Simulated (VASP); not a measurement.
# Al (P6_3/mmc) in VASP: notebook

Al is run at these levels: PBE+D3(BJ); tasks: relaxation of cell and atoms, single point.

Everything below comes from runs of VASP 6.6.1. Logs are shortened: lines on timing, memory, paths and dates and some standing lists are left out, and cuts for length are marked.

## 1. The cell of the first run

It takes space group P6_3/mmc (No. 194, hexagonal). Conventional cell: a = 2.817 Å, b = 2.817 Å, c = 4.637 Å, α = 90.00°, β = 90.00°, γ = 120.00°. Within 3.7 Å of Al (site symmetry -6m2) lie 12 Al at 2.82 to 2.83 Å.

## 2. Relaxation of cell and atoms, PBE+D3(BJ), target pressure 3 GPa, at which the enthalpy is minimised

Input file INCAR:

```
SYSTEM = Al
  ALGO = Normal
  EDIFF = 1E-7
  EDIFFG = -0.001
  ENCUT = 600
  GGA = PE
  IBRION = 2
  ISIF = 3
  ISMEAR = -1
  IVDW = 12
  LASPH = .TRUE.
  LCHARG = .FALSE.
  LREAL = .FALSE.
  LWAVE = .FALSE.
  NELM = 100
  NSW = 80
  PREC = Accurate
  PSTRESS = 30.0
  SIGMA = 0.15
```

Input file KPOINTS:

```
k-points
0
G
  18 18 10
  0 0 0
```

Input file POSCAR:

```
Al
1.0
    2.8169679872      0.0000000000      0.0000000000
   -1.4084839936      2.4395658386      0.0000000000
    0.0000000000      0.0000000000      4.6365971923
Al
2
Direct
    0.6666666667      0.3333333333      0.7500000000
    0.3333333333      0.6666666667      0.2500000000
```

Potentials or basis: VASP PAW PBE potentials, release 64 (Al).

Command:

```console
$ cat potpaw_PBE.64/Al/POTCAR > POTCAR
$ mpirun -np 1 vasp_std > vasp.out
```

OUTCAR:

```text
SYSTEM = Al
   EDIFF = 1E-7
   EDIFFG = -0.001
   ENCUT = 600
   GGA = PE
   IBRION = 2
   ISIF = 3
   ISMEAR = -1
   IVDW = 12
   LASPH = .TRUE.
   LREAL = .FALSE.
   NELM = 100
   NSW = 80
   PREC = Accurate
   PSTRESS = 30.0
 IVDW          = 12

 ion  position               nearest neighbor table
   1  0.667  0.333  0.750-   2 2.83   2 2.83   2 2.83   2 2.83   2 2.83   2 2.83
   2  0.333  0.667  0.250-   1 2.83   1 2.83   1 2.83   1 2.83   1 2.83   1 2.83

  LATTYP: Found a hexagonal cell.
 ALAT       =     2.8169679872
 C/A-ratio  =     1.6459531004

  Lattice vectors:

 A1 = (   2.8169679872,   0.0000000000,   0.0000000000)
 A2 = (  -1.4084839936,   2.4395658386,   0.0000000000)
 A3 = (   0.0000000000,   0.0000000000,   4.6365971923)

Analysis of symmetry for initial positions (statically):
=====================================================================
 Subroutine PRICEL returns:
 Original cell was already a primitive cell.

 Routine SETGRP: Setting up the symmetry group for a
 hexagonal supercell.

 Subroutine GETGRP returns: Found 24 space group operations
 (whereof 12 operations were pure point group operations)
 out of a pool of 24 trial point group operations.

The static configuration has the point symmetry D_3d.
 The point group associated with its full space group is D_6h.

Analysis of symmetry for dynamics (positions and initial velocities):
=====================================================================
 Subroutine PRICEL returns:
 Original cell was already a primitive cell.

 Routine SETGRP: Setting up the symmetry group for a
 hexagonal supercell.

 Subroutine GETGRP returns: Found 24 space group operations
 (whereof 12 operations were pure point group operations)
 out of a pool of 24 trial point group operations.

The dynamic configuration has the point symmetry D_3d.
 The point group associated with its full space group is D_6h.

 Subroutine INISYM returns: Found 24 space group operations
 (whereof 12 operations are pure point group operations),
 and found     1 'primitive' translations

----------------------------------------------------------------------------------------

                                     Primitive cell

  volume of cell :      31.8635

  direct lattice vectors                    reciprocal lattice vectors
     2.816967987  0.000000000  0.000000000     0.354991610  0.204954501  0.000000000
    -1.408483994  2.439565839  0.000000000     0.000000000  0.409909003  0.000000000
     0.000000000  0.000000000  4.636597192     0.000000000  0.000000000  0.215675410

  length of vectors
     2.816967987  2.816967987  4.636597192     0.409909003  0.409909003  0.215675410

  position of ions in fractional coordinates (direct lattice)
     0.666666667  0.333333333  0.750000000
     0.333333333  0.666666667  0.250000000

  ion indices of the primitive-cell ions
   primitive index   ion index
                 1           1
                 2           2

----------------------------------------------------------------------------------------

 KPOINTS: k-points

Automatic generation of k-mesh.
 Grid dimensions read from file:
 generate k-points for:   18   18   10

 Generating k-lattice:

  Cartesian coordinates                     Fractional coordinates (reciprocal lattice)
     0.019721756  0.011386361  0.000000000     0.055555556  0.000000000  0.000000000
     0.000000000  0.022772722  0.000000000     0.000000000  0.055555556  0.000000000
     0.000000000  0.000000000  0.021567541     0.000000000  0.000000000  0.100000000

  Length of vectors
     0.022772722  0.022772722  0.021567541

  Shift w.r.t. Gamma in fractional coordinates (k-lattice)
     0.000000000  0.000000000  0.000000000

 Subroutine IBZKPT returns following result:
 ===========================================

 Found    222 irreducible k-points:

 Following reciprocal coordinates:
            Coordinates               Weight
  0.000000  0.000000  0.000000      1.000000
  0.055556  0.000000  0.000000      6.000000
  0.111111  0.000000  0.000000      6.000000
  0.166667  0.000000  0.000000      6.000000
  0.222222  0.000000  0.000000      6.000000
  0.277778  0.000000  0.000000      6.000000
[... 16 lines left out ...]
  0.333333  0.111111  0.000000     12.000000
  0.388889  0.111111  0.000000     12.000000
 [... further k-points ...]
   k-points           NKPTS =    222   k-points in BZ     NKDIM =    222   number of bands    NBANDS=      7
   number of dos      NEDOS =    301   number of ions     NIONS =      2
   total plane-waves  NPLWV =  23040
   dimension x,y,z NGX =    24 NGY =   24 NGZ =   40
   dimension x,y,z NGXF=    48 NGYF=   48 NGZF=   80
   ions per type =               2
   NGX,Y,Z   is equivalent  to a cutoff of  14.16, 14.16, 14.34 a.u.
   NGXF,Y,Z  is equivalent  to a cutoff of  28.33, 28.33, 28.68 a.u.
 SYSTEM =  Al
   PREC   = accura    normal or accurate (medium, high low for compatibility)
   ISTART =      0    job   : 0-new  1-cont  2-samecut
   ICHARG =      2    charge: 1-file 2-atom 10-const
   ISPIN  =      1    spin polarized calculation?
   LNONCOLLINEAR =      F non collinear calculations
   LSORBIT =      F    spin-orbit coupling
   LASPH  =      T    aspherical Exc in radial PAW
   ENCUT  =  600.0 eV  44.10 Ry    6.64 a.u.   5.63  5.63  9.26*2*pi/ulx,y,z
   NELM   =    100;   NELMIN=  2; NELMDL= -5     # of ELM steps
   EDIFF  = 0.1E-06   stopping-criterion for ELM
   LREAL  =      F    real-space projection
   EDIFFG = -.1E-02   stopping-criterion for IOM
   NSW    =     80    number of steps for IOM
   IBRION =      2    ionic relax: 0-MD 1-quasi-New 2-CG
   NFREE  =      1    steps in history (QN), initial steepest desc. (CG)
   ISIF   =      3    stress and relaxation
   ISYM   =      2    0-nonsym 1-usesym 2-fastsym
   POTIM  = 0.5000    time-step for ionic-motion
   TEBEG  =    0.0;   TEEND  =   0.0 temperature during run
   PSTRESS=   30.0 pullay stress
   NELECT =       6.0000    total number of electrons
   NUPDOWN=      -1.0000    fix difference up-down
   EMIN   =  10.00;   EMAX   =-10.00  energy-range for DOS
   EFERMI =   0.00;   METHOD = LEGACY
   ISMEAR =    -1;   SIGMA  =   0.15  broadening in eV -4-tet -1-fermi 0-gaus
   EFERMI_NEDOS =   21; number of points for ismear=-14 and -15
   IALGO  =     38    algorithm
   IMIX   =      4    mixing-type and parameters
     AMIX     =   0.40;   BMIX     =  1.00
     AMIX_MAG =   1.60;   BMIX_MAG =  1.00
  volume/ion in A,a.u.               =      15.93       107.51
  Fermi-wavevector in a.u.,A,eV,Ry     =   0.938341  1.773207 11.979707  0.880484
  Thomas-Fermi vector in A             =   2.065543
   LORBIT       =      0    0 simple, 1 ext, 2 COOP (PROOUT), +10 PAW based schemes
   GGA     = PE    functional components
   LHFCALC =     F    Hartree Fock is set to
   AEXX    =    0.0000 exact exchange contribution
   IVDW    =    12    specifies the selected vdW correction
   LEPSILON=     F    determine dielectric tensor
   LRPA    =     F    only Hartree local field effects (RPA)
 conjugate gradient relaxation of ions
 non-spin polarized calculation
  energy-cutoff  :      600.00
  volume of cell :       31.86
 maximum number of plane-waves:      1099
 NGX is ok and might be reduce to    24
   NGX = 11   NGY = 11   NGZ = 19

--------------------------------------- Ionic step        1  -------------------------------------------

 number of electron       6.0000000 magnetization

 Free energy of the ion-electron system (eV)
  ---------------------------------------------------
  ext. energy  EPLUGINS =         0.00000000
  ---------------------------------------------------
  free energy    TOTEN  =        -7.44130519 eV

  energy without entropy =       -7.37832720  energy(sigma->0) =       -7.40981620

------------------------ aborting loop because EDIFF is reached ----------------------------------------

 Edisp (eV)   -0.69751

 E8    (eV) :    -0.3120

  FORCE on cell =-STRESS in cart. coord.  units (eV):
  Direction    XX          YY          ZZ          XY          YZ          ZX
  --------------------------------------------------------------------------------------
  -------------------------------------------------------------------------------------
  Total      -0.00496    -0.00496    -0.00512     0.00000     0.00000     0.00000
  in kB      -0.24951    -0.24951    -0.25742     0.00000     0.00000     0.00000
  external pressure =      -30.25 kB  Pullay stress =       30.00 kB

 VOLUME and BASIS-vectors are now :
 -----------------------------------------------------------------------------
  energy-cutoff  :      600.00
  volume of cell :       31.86
      direct lattice vectors                 reciprocal lattice vectors
     2.816967987  0.000000000  0.000000000     0.354991610  0.204954501  0.000000000
    -1.408483994  2.439565839  0.000000000     0.000000000  0.409909003  0.000000000
     0.000000000  0.000000000  4.636597192     0.000000000  0.000000000  0.215675410
[... 218 lines left out ...]
  FREE ENERGIE OF THE ION-ELECTRON SYSTEM (eV)
  ---------------------------------------------------
  free  energy   TOTEN  =        -8.1295626405 eV

  energy  without entropy=       -8.0679459668  energy(sigma->0) =       -8.09875430

  enthalpy is  TOTEN    =        -7.5525745039 eV   P V=        0.5769881366

--------------------------------------- Ionic step        7  -------------------------------------------

 number of electron       6.0000000 magnetization

 Free energy of the ion-electron system (eV)
  ---------------------------------------------------
  ext. energy  EPLUGINS =         0.00000000
  ---------------------------------------------------
  free energy    TOTEN  =        -7.40661776 eV

  energy without entropy =       -7.34502063  energy(sigma->0) =       -7.37581919

 E-fermi :   8.7438     XC(G=0): -10.4507

 val. band max:        8.7279092976   @ k =   0.2778   0.0556   0.2000
 cond. band min:       8.7461427410   @ k =   0.3333   0.2222   0.1000
 fundamental gap:      0.0182334434
 Fermi energy:         8.7437947648

 k-point     1 :       0.0000    0.0000    0.0000
  band No.  band energies     occupation
      1      -2.8834      2.00000
      2       3.8322      2.00000
      3       4.1763      2.00000
      4      20.0082      0.00000
      5      20.0082      0.00000
      6      20.2004      0.00000
      7      20.2004      0.00000

 k-point     2 :       0.0556    0.0000    0.0000
  band No.  band energies     occupation
      1      -2.8050      2.00000
      2       3.9046      2.00000
      3       4.2524      2.00000
      4      18.2729      0.00000
      5      18.9743      0.00000
      6      20.0880      0.00000
      7      21.3580      0.00000
[... 201 lines left out ...]
 k-point    23 :       0.3333    0.1111    0.0000
  band No.  band energies     occupation
      1       1.1308      2.00000
      2       6.3200      2.00000
      3       7.5928      1.99907
      4       8.3428      1.87084
      5      11.6803      0.00000
      6      12.8882      0.00000
      7      13.9260      0.00000

 k-point    24 :       0.3889    0.1111    0.0000
  band No.  band energies     occupation
      1       2.2637      2.00000
      2       4.9166      2.00000
      3       8.6559      1.28500
      4       9.2062      0.08768
      5      11.0949      0.00000
      6      11.3961      0.00000
      7      12.9277      0.00000

 [... further k-points ...]

------------------------ aborting loop because EDIFF is reached ----------------------------------------

 Edisp (eV)   -0.72265

 E8    (eV) :    -0.3235

  FORCE on cell =-STRESS in cart. coord.  units (eV):
  Direction    XX          YY          ZZ          XY          YZ          ZX
  --------------------------------------------------------------------------------------
  -------------------------------------------------------------------------------------
  Total       0.57524     0.57524     0.57576     0.00000    -0.00000     0.00000
  in kB      29.92483    29.92483    29.95155     0.00000    -0.00000     0.00000
  external pressure =       -0.07 kB  Pullay stress =       30.00 kB

 VOLUME and BASIS-vectors are now :
 -----------------------------------------------------------------------------
  energy-cutoff  :      600.00
  volume of cell :       30.80
      direct lattice vectors                 reciprocal lattice vectors
     2.786386346  0.000000000  0.000000000     0.358887776  0.207203954 -0.000000000
    -1.393193173  2.413081360 -0.000000000     0.000000000  0.414407909 -0.000000000
     0.000000000  0.000000000  4.580549035    -0.000000000  0.000000000  0.218314441

 POSITION                                       TOTAL-FORCE (eV/Angst)
 -----------------------------------------------------------------------------------
      1.39319      0.80436      3.43541        -0.000000      0.000000     -0.000000
     -0.00000      1.60872      1.14514         0.000000     -0.000000      0.000000
 -----------------------------------------------------------------------------------
    total drift:                                0.000000     -0.000000      0.000000

  FREE ENERGIE OF THE ION-ELECTRON SYSTEM (eV)
  ---------------------------------------------------
  free  energy   TOTEN  =        -8.1292664543 eV

  energy  without entropy=       -8.0676693261  energy(sigma->0) =       -8.09846789

  enthalpy is  TOTEN    =        -7.5525776672 eV   P V=        0.5766887871

 reached required accuracy - stopping structural energy minimisation
```

Wall time 74 s (1 thread of Intel Xeon 6975P-C, shared host); peak memory 0.2 GiB.

Results:

| Item | Value |
| --- | --- |
| Free energy | -8.1293 eV |
| Relaxed volume | 15.40 Å³/atom |
| Relaxed cell | a = 2.786 Å, b = 2.786 Å, c = 4.581 Å, α = 90.00°, β = 90.00°, γ = 120.00° |
| Space group after relaxing (to 0.05 Å) | P6_3/mmc (No. 194) |
| Energy change on relaxing (the enthalpy is what falls) | +4.8 meV/atom |
| Ionic steps | 7 |
| Pressure after relaxing | 3.0 GPa |
| Band gap on the k mesh | zero (band 3 reaches 12.97 eV, above the bottom of band 4 at 5.46 eV) |
| Dispersion energy per atom | -0.361 eV |

Step by step:
```tsv
step	energy change (eV)	largest force (eV/Å)	pressure (GPa)	volume (Å³)
1	0.0000	0.0000	-0.03	31.86
2	0.0161	0.0000	3.96	30.50
3	0.0096	0.0000	3.01	30.80
4	0.0092	0.0000	2.94	30.82
5	0.0092	0.0000	2.94	30.82
6	0.0092	0.0000	2.95	30.81
7	0.0095	0.0000	2.99	30.80
```

Final structure:
```
CELL_PARAMETERS angstrom
2.78639 0.00000 0.00000
-1.39319 2.41308 0.00000
0.00000 0.00000 4.58055
ATOMIC_POSITIONS crystal
Al 0.66667 0.33333 0.75000
Al 0.33333 0.66667 0.25000
```

Levels at points of the mesh, in eV from the Fermi level:
| k point | band 1 | band 2 | band 3 | band 4 | band 5 | band 6 | band 7 |
| --- | --- | --- | --- | --- | --- | --- | --- |
| (0.00, 0.00, 0.00) | -11.63 | -4.91 | -4.57 | 11.26 | 11.26 | 11.46 | 11.46 |
| (0.50, 0.00, 0.00) | -5.48 | -5.39 | 0.59 | 1.20 | 1.40 | 1.88 | 6.01 |
| (0.00, 0.00, 0.50) | -9.87 | -9.87 | 3.45 | 3.45 | 12.34 | 12.34 | 12.34 |
| (0.50, 0.00, 0.50) | -4.14 | -4.14 | -3.29 | -3.29 | 7.49 | 7.49 | 7.73 |

Caveat: the cell is relaxed towards a set pressure, so the enthalpy falls and the energy may rise; pairwise dispersion overbinds metals, which lowers pressure and volume.

(Part 1 of 2 ends here.)
